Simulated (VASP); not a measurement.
# NaMgGaS3O12 (R3c) in VASP: electric field gradients with r2SCAN

Aim: the electric field gradients of NaMgGaS3O12 with r2SCAN.

Everything below comes from runs of VASP 6.6.1. Logs are shortened: lines on timing, memory, paths and dates and some standing lists are left out, and cuts for length are marked.

## (1) The cell of the first run

Symmetry: R3c, No. 161, trigonal system. The conventional cell has a = 8.539 Å, b = 8.539 Å, c = 22.303 Å, α = 90.00°, β = 90.00°, γ = 120.00°. Within 3.6 Å of Na (site symmetry 3) lie 12 O at 2.52 to 3.53 Å and 1 Mg at 3.27 Å and 1 Ga at 3.37 Å and 6 S at 3.56 Å. Mg (site symmetry 3) has 6 O at 2.00 to 2.06 Å within 2.6 Å. Ga (site symmetry 3) has 6 O at 1.98 to 2.03 Å within 2.6 Å. Within 1.9 Å of S (site symmetry 1) lie 4 O at 1.45 to 1.51 Å. Within 1.9 Å of O (site symmetry 1) lie 1 S at 1.45 Å. O (site symmetry 1) has 1 S at 1.51 Å and 1 Ga at 1.98 Å within 2.0 Å. O (site symmetry 1) has 1 S at 1.47 Å and 1 Mg at 2.06 Å within 2.1 Å. Within 2.1 Å of O (site symmetry 1) lie 1 S at 1.50 Å and 1 Ga at 2.03 Å.

## (2) Electric field gradients, r2SCAN

The input, POSCAR:

```
NaMgGaS3O12
1.0
    4.2695900433      2.4650489608      7.4342231233
   -4.2695900433      2.4650489608      7.4342231233
    0.0000000000     -4.9300979217      7.4342231233
Na Mg Ga S O
2 2 2 6 24
Direct
    0.5010228900      0.5010228900      0.5010228900
    0.0010228900      0.0010228900      0.0010228900
    0.6476787300      0.6476787300      0.6476787300
    0.1476787300      0.1476787300      0.1476787300
    0.3498194400      0.3498194400      0.3498194400
    0.8498194400      0.8498194400      0.8498194400
    0.7455227600      0.0432497600      0.4586318500
    0.4586318500      0.7455227600      0.0432497600
    0.0432497600      0.4586318500      0.7455227600
    0.5432497600      0.2455227600      0.9586318500
    0.9586318500      0.5432497600      0.2455227600
    0.2455227600      0.9586318500      0.5432497600
    0.7178091300      0.8809405400      0.4897325800
    0.4897325800      0.7178091300      0.8809405400
    0.8809405400      0.4897325800      0.7178091300
    0.3809405400      0.2178091300      0.9897325800
    0.9897325800      0.3809405400      0.2178091300
    0.2178091300      0.9897325800      0.3809405400
    0.2687082700      0.1258529600      0.5202558300
    0.5202558300      0.2687082700      0.1258529600
    0.1258529600      0.5202558300      0.2687082700
    0.6258529600      0.7687082700      0.0202558300
    0.0202558300      0.6258529600      0.7687082700
    0.7687082700      0.0202558300      0.6258529600
    0.4116081000      0.7847633100      0.5724977100
    0.5724977100      0.4116081000      0.7847633100
    0.7847633100      0.5724977100      0.4116081000
    0.2847633100      0.9116081000      0.0724977100
    0.0724977100      0.2847633100      0.9116081000
    0.9116081000      0.0724977100      0.2847633100
    0.5736421900      0.2215948400      0.4366691100
    0.4366691100      0.5736421900      0.2215948400
    0.2215948400      0.4366691100      0.5736421900
    0.7215948400      0.0736421900      0.9366691100
    0.9366691100      0.7215948400      0.0736421900
    0.0736421900      0.9366691100      0.7215948400
```

The input, INCAR.step1:

```
SYSTEM = NaMgGaS3O12
PREC = Accurate
ENCUT = 520
ISMEAR = -1
SIGMA = 0.02
LREAL = Auto
LASPH = .TRUE.
NELM = 100
NBANDS = 136
GGA = PE
ALGO = Normal
EDIFF = 1E-4
LWAVE = .TRUE.
LCHARG = .FALSE.
```

The input, INCAR.step2:

```
SYSTEM = NaMgGaS3O12
PREC = Accurate
ENCUT = 520
EDIFF = 1E-8
ISMEAR = -1
SIGMA = 0.02
LREAL = Auto
LASPH = .TRUE.
NELM = 100
ALGO = Normal
ISIF = 2
LWAVE = .FALSE.
LCHARG = .FALSE.
METAGGA = R2SCAN
LMIXTAU = .TRUE.
LEFG = .TRUE.
NBANDS = 136
ISTART = 1
```

The input, KPOINTS:

```
regular mesh
0
G
  3 3 3
  0 0 0
```

Potentials or basis: VASP PAW PBE potentials, release 64 (Na_pv, Mg, Ga_d, S, O).

Command:

```bash
cat potpaw_PBE.64/Na_pv/POTCAR potpaw_PBE.64/Mg/POTCAR potpaw_PBE.64/Ga_d/POTCAR potpaw_PBE.64/S/POTCAR potpaw_PBE.64/O/POTCAR > POTCAR
cp INCAR.step1 INCAR
mpirun -np 1 vasp_std > vasp.out
cp INCAR.step2 INCAR
mpirun -np 1 vasp_std > vasp.out
```

OUTCAR:

```text
SYSTEM = NaMgGaS3O12
   PREC = Accurate
   ENCUT = 520
   EDIFF = 1E-8
   ISMEAR = -1
   LREAL = Auto
   LASPH = .TRUE.
   NELM = 100
   ISIF = 2
   METAGGA = R2SCAN
   ISTART = 1

 ion  position               nearest neighbor table
   1  0.501  0.501  0.501-
   2  0.001  0.001  0.001-
   3  0.648  0.648  0.648-  13 2.00  15 2.00  14 2.00  26 2.06  25 2.06  27 2.06
   4  0.148  0.148  0.148-  16 2.00  17 2.00  18 2.00  30 2.06  28 2.06  29 2.06
   5  0.350  0.350  0.350-  19 1.98  21 1.98  20 1.98  32 2.03  31 2.03  33 2.03
   6  0.850  0.850  0.850-  22 1.98  23 1.98  24 1.98  36 2.03  34 2.03  35 2.03
   7  0.746  0.043  0.459-  13 1.45  30 1.47  31 1.50  24 1.51
   8  0.459  0.746  0.043-  14 1.45  28 1.47  32 1.50  22 1.51
   9  0.043  0.459  0.746-  15 1.45  29 1.47  33 1.50  23 1.51
  10  0.543  0.246  0.959-  16 1.45  26 1.47  34 1.50  20 1.51
  11  0.959  0.543  0.246-  17 1.45  27 1.47  35 1.50  21 1.51
  12  0.246  0.959  0.543-  18 1.45  25 1.47  36 1.50  19 1.51
  13  0.718  0.881  0.490-   7 1.45   3 2.00
  14  0.490  0.718  0.881-   8 1.45   3 2.00
  15  0.881  0.490  0.718-   9 1.45   3 2.00
  16  0.381  0.218  0.990-  10 1.45   4 2.00
  17  0.990  0.381  0.218-  11 1.45   4 2.00
  18  0.218  0.990  0.381-  12 1.45   4 2.00
[... 16 lines left out ...]
  35  0.937  0.722  0.074-  11 1.50   6 2.03
  36  0.074  0.937  0.722-  12 1.50   6 2.03

  LATTYP: Found a trigonal (rhomboedric) cell.
 ALAT       =     8.9204001572
 COS(alpha) =     0.5418225864

  Lattice vectors:

 A1 = (   4.2695900433,   2.4650489608,   7.4342231233)
 A2 = (  -4.2695900433,   2.4650489608,   7.4342231233)
 A3 = (   0.0000000000,  -4.9300979217,   7.4342231233)

Analysis of symmetry for initial positions (statically):
=====================================================================
 Subroutine PRICEL returns:
 Original cell was already a primitive cell.

 Routine SETGRP: Setting up the symmetry group for a
 trigonal (rhombohedral) supercell.

 Subroutine GETGRP returns: Found  6 space group operations
 (whereof  3 operations were pure point group operations)
 out of a pool of 12 trial point group operations.

The static configuration has the point symmetry C_3 .
 The point group associated with its full space group is C_3v.

Analysis of symmetry for dynamics (positions and initial velocities):
=====================================================================
 Subroutine PRICEL returns:
 Original cell was already a primitive cell.

 Routine SETGRP: Setting up the symmetry group for a
 trigonal (rhombohedral) supercell.

 Subroutine GETGRP returns: Found  6 space group operations
 (whereof  3 operations were pure point group operations)
 out of a pool of 12 trial point group operations.

The dynamic configuration has the point symmetry C_3 .
 The point group associated with its full space group is C_3v.

 Subroutine INISYM returns: Found  6 space group operations
 (whereof  3 operations are pure point group operations),
 and found     1 'primitive' translations

----------------------------------------------------------------------------------------

                                     Primitive cell

  volume of cell :     469.4600

  direct lattice vectors                    reciprocal lattice vectors
     4.269590043  2.465048961  7.434223123     0.117107262  0.067611909  0.044837682
    -4.269590043  2.465048961  7.434223123    -0.117107262  0.067611909  0.044837682
     0.000000000 -4.930097922  7.434223123     0.000000000 -0.135223819  0.044837682

  length of vectors
     8.920400157  8.920400157  8.920400157     0.142463675  0.142463675  0.142463675

[... 128 lines left out ...]
   NELM   =    100;   NELMIN=  2; NELMDL=  0     # of ELM steps
   EDIFF  = 0.1E-07   stopping-criterion for ELM
   LREAL  =      T    real-space projection
   EDIFFG = 0.1E-06   stopping-criterion for IOM
   NSW    =      0    number of steps for IOM
   IBRION =     -1    ionic relax: 0-MD 1-quasi-New 2-CG
   NFREE  =      0    steps in history (QN), initial steepest desc. (CG)
   ISIF   =      2    stress and relaxation
   ISYM   =      2    0-nonsym 1-usesym 2-fastsym
   POTIM  = 0.5000    time-step for ionic-motion
   TEBEG  =    0.0;   TEEND  =   0.0 temperature during run
   PSTRESS=    0.0 pullay stress
   NELECT =     224.0000    total number of electrons
   NUPDOWN=      -1.0000    fix difference up-down
   EMIN   =  10.00;   EMAX   =-10.00  energy-range for DOS
   EFERMI =   0.00;   METHOD = LEGACY
   ISMEAR =    -1;   SIGMA  =   0.02  broadening in eV -4-tet -1-fermi 0-gaus
   EFERMI_NEDOS =   21; number of points for ismear=-14 and -15
   IALGO  =     38    algorithm
   IMIX   =      4    mixing-type and parameters
     AMIX     =   0.40;   BMIX     =  1.00
     AMIX_MAG =   1.60;   BMIX_MAG =  1.00
  volume/ion in A,a.u.               =      13.04        88.00
  Fermi-wavevector in a.u.,A,eV,Ry     =   1.279258  2.417446 22.265932  1.636500
  Thomas-Fermi vector in A             =   2.411753
   LORBIT       =      0    0 simple, 1 ext, 2 COOP (PROOUT), +10 PAW based schemes
   METAGGA = R2SCAN    functional components
   LHFCALC =     F    Hartree Fock is set to
   AEXX    =    0.0000 exact exchange contribution
   IVDW    =     0    specifies the selected vdW correction
   LEPSILON=     F    determine dielectric tensor
   LRPA    =     F    only Hartree local field effects (RPA)
 non-spin polarized calculation
  energy-cutoff  :      520.00
  volume of cell :      469.46
 maximum number of plane-waves:     12660
 NGX is ok and might be reduce to    70
   NGX = 33   NGY = 33   NGZ = 33

 number of electron     224.0000000 magnetization

 Free energy of the ion-electron system (eV)
  ---------------------------------------------------
  ext. energy  EPLUGINS =         0.00000000
  ---------------------------------------------------
  free energy    TOTEN  =      -297.25516633 eV

  energy without entropy =     -297.25516633  energy(sigma->0) =     -297.25516633

 E-fermi :   0.7197     XC(G=0):  -9.6570

 val. band max:        0.2744885683   @ k =   0.0000   0.0000   0.0000
 cond. band min:       4.3119790366   @ k =   0.0000   0.0000   0.0000
 fundamental gap:      4.0374904682
 Fermi energy:         0.7197209070

 k-point     1 :       0.0000    0.0000    0.0000
  band No.  band energies     occupation
      1     -24.0265      2.00000
      2     -23.9109      2.00000
      3     -23.8986      2.00000
      4     -23.8986      2.00000
      5     -23.8800      2.00000
      6     -23.8800      2.00000
[... 751 lines left out ...]
    123       9.4648      0.00000
    124       9.5588      0.00000
 [bands above 124 left out]

------------------------ aborting loop because EDIFF is reached ----------------------------------------

  FORCE on cell =-STRESS in cart. coord.  units (eV):
  Direction    XX          YY          ZZ          XY          YZ          ZX
  --------------------------------------------------------------------------------------
  -------------------------------------------------------------------------------------
  Total      -15.0336615    -15.0336615    -16.5026091      0.0000000      0.0000000      0.0000000
  in kB      -51.3070189    -51.3070189    -56.3202570      0.0000000      0.0000000      0.0000000
  external PRESSURE =     -52.9780982 kB  Pullay stress =       0.0000000 kB

 VOLUME and BASIS-vectors are now :
 -----------------------------------------------------------------------------
  energy-cutoff  :      520.00
  volume of cell :      469.46
      direct lattice vectors                 reciprocal lattice vectors
     4.269590043  2.465048961  7.434223123     0.117107262  0.067611909  0.044837682
    -4.269590043  2.465048961  7.434223123    -0.117107262  0.067611909  0.044837682
     0.000000000 -4.930097922  7.434223123     0.000000000 -0.135223819  0.044837682

 POSITION                                       TOTAL-FORCE (eV/Angst)
 -----------------------------------------------------------------------------------
      0.00000     -0.00000     11.17415         0.000000     -0.000000      0.024032
      0.00000     -0.00000      0.02281         0.000000     -0.000000      0.024032
      0.00000     -0.00000     14.44496         0.000000      0.000000     -0.148758
      0.00000     -0.00000      3.29363         0.000000      0.000000     -0.148758
      0.00000     -0.00000      7.80191         0.000000     -0.000000      0.108622
      0.00000     -0.00000     18.95324         0.000000     -0.000000      0.108622
[... 28 lines left out ...]
      0.91828      3.72464     12.87538         0.287078     -0.296863     -0.067188
     -3.68477     -1.06707     12.87538         0.113552      0.397048     -0.067188
 -----------------------------------------------------------------------------------
    total drift:                                0.000000      0.000000      0.014159

  FREE ENERGIE OF THE ION-ELECTRON SYSTEM (eV)
  ---------------------------------------------------
  free  energy   TOTEN  =      -297.2551663309 eV

  energy  without entropy=     -297.2551663309  energy(sigma->0) =     -297.25516633

 Electric field gradients (V/A^2)
---------------------------------------------------------------------
 ion       V_xx      V_yy      V_zz      V_xy      V_xz      V_yz
---------------------------------------------------------------------
   1       5.023     5.023   -10.047     0.000    -0.000     0.000
   2       5.023     5.023   -10.047    -0.000     0.000     0.000
   3       0.001     0.001    -0.002    -0.000     0.000     0.000
   4       0.001     0.001    -0.002     0.000    -0.000     0.000
   5      -0.173    -0.173     0.346    -0.000     0.000     0.000
   6      -0.173    -0.173     0.346     0.000    -0.000     0.000
[... 28 lines left out ...]
  35     -18.371    65.160   -46.789  -119.832    23.608   -32.570
  36     -59.500   106.289   -46.789    96.086    16.403    36.730
---------------------------------------------------------------------

 Electric field gradients after diagonalization (V/A^2)
 (convention: |V_zz| > |V_xx| > |V_yy|)
----------------------------------------------------------------------
 ion       V_xx      V_yy      V_zz     asymmetry (V_yy - V_xx)/ V_zz
----------------------------------------------------------------------
   1       5.023     5.023   -10.047       0.000
   2       5.023     5.023   -10.047       0.000
   3       0.001     0.001    -0.002       0.000
   4       0.001     0.001    -0.002       0.000
   5      -0.173    -0.173     0.346       0.000
   6      -0.173    -0.173     0.346       0.000
[... 28 lines left out ...]
  35    -103.510   -54.680   158.190       0.309
  36    -103.510   -54.680   158.190       0.309
----------------------------------------------------------------------

           NMR quadrupolar parameters

 Cq : quadrupolar parameter    Cq=e*Q*V_zz/h
 eta: asymmetry parameters     (V_yy - V_xx)/ V_zz
 Q  : nuclear electric quadrupole moment in mb (millibarn)
----------------------------------------------------------------------
 ion       Cq(MHz)       eta       Q (mb)
----------------------------------------------------------------------
   1      -0.024       0.000       1.000
   2      -0.024       0.000       1.000
   3      -0.000       0.000       1.000
   4      -0.000       0.000       1.000
   5       0.001       0.000       1.000
   6       0.001       0.000       1.000
[... 28 lines left out ...]
  35       0.383       0.309       1.000
  36       0.383       0.309       1.000
----------------------------------------------------------------------
```

Wall time 2.2 h (1 thread of Intel Xeon Platinum 8259CL at 2.50GHz (Skylake/Cascade Lake), shared host); peak memory 1 GiB.

Results:

```
Free energy                             : -297.2552 eV
Pressure                                : -5.3 GPa
Largest force                           : 0.625 eV/Å
Band gap on the k mesh                  : 4.04 eV
Largest electric field gradient by atom : Na -10.0; Mg -0.0; Ga +0.3; S -27.4; O +136.2, +164.0, +142.3, +158.2 (each value once) V/Å²
```

Forces in eV/Å, atoms in the order of the input:
```
Na   0.000  0.000  0.024
Na   0.000  0.000  0.024
Mg   0.000  0.000 -0.149
Mg   0.000  0.000 -0.149
Ga   0.000  0.000  0.109
Ga   0.000  0.000  0.109
S   -0.128  0.127  0.100
S   -0.046 -0.174  0.100
S    0.174  0.047  0.100
S    0.128  0.127  0.100
S   -0.174  0.047  0.100
S    0.046 -0.174  0.100
O   -0.322  0.156  0.462
O    0.026 -0.357  0.462
O    0.296  0.201  0.462
O    0.322  0.156  0.462
O   -0.296  0.201  0.462
O   -0.026 -0.357  0.462
O    0.219 -0.051 -0.416
O   -0.065  0.216 -0.416
O   -0.154 -0.164 -0.416
O   -0.219 -0.051 -0.416
O    0.154 -0.164 -0.416
O    0.065  0.216 -0.416
O   -0.617  0.063 -0.074
O    0.254 -0.566 -0.074
O    0.363  0.503 -0.074
O    0.617  0.063 -0.074
O   -0.363  0.503 -0.074
O   -0.254 -0.566 -0.074
O    0.401 -0.100 -0.067
O   -0.114  0.397 -0.067
O   -0.287 -0.297 -0.067
O   -0.401 -0.100 -0.067
O    0.287 -0.297 -0.067
O    0.114  0.397 -0.067
```

Stress tensor (GPa, compression positive):
```
-5.13  0.00  0.00
 0.00 -5.13  0.00
 0.00  0.00 -5.63
```

Levels at points of the mesh, in eV from the valence-band top:
| k point | band 110 | band 111 | band 112 | band 113 | band 114 | band 115 |
| --- | --- | --- | --- | --- | --- | --- |
| (0.00, 0.00, 0.00) | -0.41 | -0.28 | 0.00 | 4.04 | 6.76 | 6.83 |

Electric field gradients, principal values (V/Å²):
| atom | least | middle | greatest (by size) |
| --- | --- | --- | --- |
| 1 Na | 5.023 | 5.023 | -10.047 |
| 2 Na | 5.023 | 5.023 | -10.047 |
| 3 Mg | 0.001 | 0.001 | -0.002 |
| 4 Mg | 0.001 | 0.001 | -0.002 |
| 5 Ga | -0.173 | -0.173 | 0.346 |
| 6 Ga | -0.173 | -0.173 | 0.346 |
| 7 S | 7.102 | 20.345 | -27.447 |
| 8 S | 7.102 | 20.345 | -27.447 |
| 9 S | 7.102 | 20.345 | -27.447 |
| 10 S | 7.102 | 20.345 | -27.447 |
| 11 S | 7.102 | 20.345 | -27.447 |
| 12 S | 7.102 | 20.345 | -27.447 |
| 13 O | -60.412 | -75.807 | 136.219 |
| 14 O | -60.412 | -75.807 | 136.219 |
| 15 O | -60.412 | -75.807 | 136.219 |
| 16 O | -60.412 | -75.807 | 136.219 |
| 17 O | -60.412 | -75.807 | 136.219 |
| 18 O | -60.412 | -75.807 | 136.219 |
| 19 O | -67.316 | -96.727 | 164.043 |
| 20 O | -67.316 | -96.727 | 164.043 |
| 21 O | -67.316 | -96.727 | 164.043 |
| 22 O | -67.316 | -96.727 | 164.043 |
| 23 O | -67.316 | -96.727 | 164.043 |
| 24 O | -67.316 | -96.727 | 164.043 |
| 25 O | -61.452 | -80.875 | 142.327 |
| 26 O | -61.452 | -80.875 | 142.327 |
| 27 O | -61.452 | -80.875 | 142.327 |
| 28 O | -61.452 | -80.875 | 142.327 |
| 29 O | -61.452 | -80.875 | 142.327 |
| 30 O | -61.452 | -80.875 | 142.327 |
| 31 O | -54.680 | -103.510 | 158.190 |
| 32 O | -54.680 | -103.510 | 158.190 |
| 33 O | -54.680 | -103.510 | 158.190 |
| 34 O | -54.680 | -103.510 | 158.190 |
| 35 O | -54.680 | -103.510 | 158.190 |
| 36 O | -54.680 | -103.510 | 158.190 |

Caveat: the cell stands under tension; without QUAD_EFG the Cq values of the log hold for a quadrupole moment of 1 mb, not for the nuclei; the PAW data sets were made with another functional, which shifts forces and pressure a little.
